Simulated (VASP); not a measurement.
Input of a VASP 6.6.1 run:

File INCAR:

```
SYSTEM = Te2Mo
PREC = Accurate
ENCUT = 500
EDIFF = 1E-6
ISMEAR = 0
SIGMA = 0.05
LREAL = .FALSE.
LASPH = .TRUE.
NELM = 120
ALGO = Normal
ISIF = 2
LWAVE = .FALSE.
LCHARG = .TRUE.
GGA = PE
IVDW = 12
LELF = .TRUE.
LVHAR = .TRUE.
NBANDS = 35
GGA_COMPAT = .FALSE.
```

Contents of KPOINTS:

```
regular mesh
0
G
  10 10 2
  0 0 0
```

The input POSCAR:

```
Te2Mo
1.0
    3.5182000000      0.0000000000      0.0000000000
   -1.7591000000      3.0468505756      0.0000000000
    0.0000000000      0.0000000000     13.9736000000
Te Mo
4 2
Direct
    0.3333333333      0.6666666667      0.6201645016
    0.6666666667      0.3333333333      0.1201645016
    0.3333333333      0.6666666667      0.8798354984
    0.6666666667      0.3333333333      0.3798354984
    0.3333333333      0.6666666667      0.2500000000
    0.6666666667      0.3333333333      0.7500000000
```

Potentials or basis: VASP PAW PBE potentials, release 64 (Te, Mo_sv).

Command:

```console
$ cat potpaw_PBE.64/Te/POTCAR potpaw_PBE.64/Mo_sv/POTCAR > POTCAR
$ mpirun -np 1 vasp_std > vasp.out
```

(1) What does it give for the largest force?

(2) What does it give for the pressure?

(3) What does it give for the band gap on the k mesh?

(4) What does it give for the dispersion energy per atom?

Results:

(1) 0.013 eV/Å.

(2) -1.2 GPa.

(3) 0.70 eV (least direct gap 1.15 eV).

(4) -0.537 eV.

Caveat: spin-orbit coupling is left out, which moves the levels of the heavy elements.
